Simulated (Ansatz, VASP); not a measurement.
**SrO in VASP and in Ansatz**

The input INCAR:

```
SYSTEM = SrO
PREC     = Accurate       ! precision mode
ENCUT    = 520            ! plane-wave cutoff, eV
EDIFF    = 1E-7           ! SCF threshold, eV
ISMEAR   = -1             ! smearing method
SIGMA    = 0.03           ! smearing width, eV
LREAL    = .FALSE.        ! projectors in reciprocal space
LASPH    = .TRUE.         ! aspherical terms in the spheres
NELM     = 100            ! most SCF steps
ALGO     = Normal         ! electronic algorithm
ISIF     = 2              ! what is computed and relaxed
LWAVE    = .FALSE.        ! write WAVECAR
LCHARG   = .FALSE.        ! write CHGCAR
GGA      = PS             ! functional
NBANDS   = 15             ! bands
```

Contents of KPOINTS:

```
Automatic mesh
0
G
  8 8 8
  0 0 0
```

The input POSCAR:

```
SrO
1.0
    0.0000000000      2.5698000000      2.5954980000
    2.5698000000      0.0000000000      2.5954980000
    2.5698000000      2.5698000000      0.0000000000
Sr O
1 1
Direct
    0.0000000000      0.0000000000      0.0000000000
    0.5000000000      0.5000000000      0.5000000000
```

Input for Ansatz:

```yaml
crystal:
  lattice:
    - [0.0, 2.5698, 2.595498]
    - [2.5698, 0.0, 2.595498]
    - [2.5698, 2.5698, 0.0]
  atoms:
    - { symbol: Sr, position: [0.0, 0.0, 0.0] }
    - { symbol: O, position: [0.5, 0.5, 0.5] }
kpoints:
  mp_grid: { grid: [8, 8, 8] }
  band_path:
    path:
      - [0.0, 0.0, 0.0]
      - [0.0, 0.5, 0.5]
      - [0.25, 0.75, 0.5]
      - [0.0, 0.5, 0.0]
      - [0.0, 0.0, 0.0]
      - [0.5, 0.5, 0.0]
      - [0.3725370062, 0.6274629938, 0.0]
      - [-0.3725370062, 0.3725370062, 0.0]
      - [0.0, 0.0, 0.0]
    npoints: 5
scf:
  occupations: { method: fermi_dirac, width: 0.03 }
hamiltonian:
  xc: pbesol
  pseudopotentials: { kind: all_electron, lapw: { basis_error: 0.0005 } }
output:
  forces: true
  stress: true
  eigenvalues: true
```

Change from the starting cell: zz strain of +1 %.

Alike in both runs: task single point; functional PBEsol; k mesh 8 × 8 × 8; occupations fermi-dirac, width 0.03 eV; no spin polarisation.

```csv
,VASP,Ansatz
version,VASP 6.6.1,Ansatz 0.2.0
potentials or method,"VASP PAW PBE potentials, release 64 (Sr_sv, O), cutoff 520 eV","all-electron LAPW, scalar-relativistic"
```

VASP gave:

- gap on the k mesh at the Fermi level (eV): 3.14
- pressure (GPa): -1.2
- traceless stress, the component that is largest in VASP (GPa): -0.83

Question: What did Ansatz give for the same quantities?

Answer: gap on the k mesh at the Fermi level (eV): 3.18; pressure (GPa): -1.8; traceless stress, the component that is largest in VASP (GPa): -0.78.

VASP's potentials were made for PBE, not for PBEsol. Ansatz ran all-electron here, and VASP with PAW potentials.
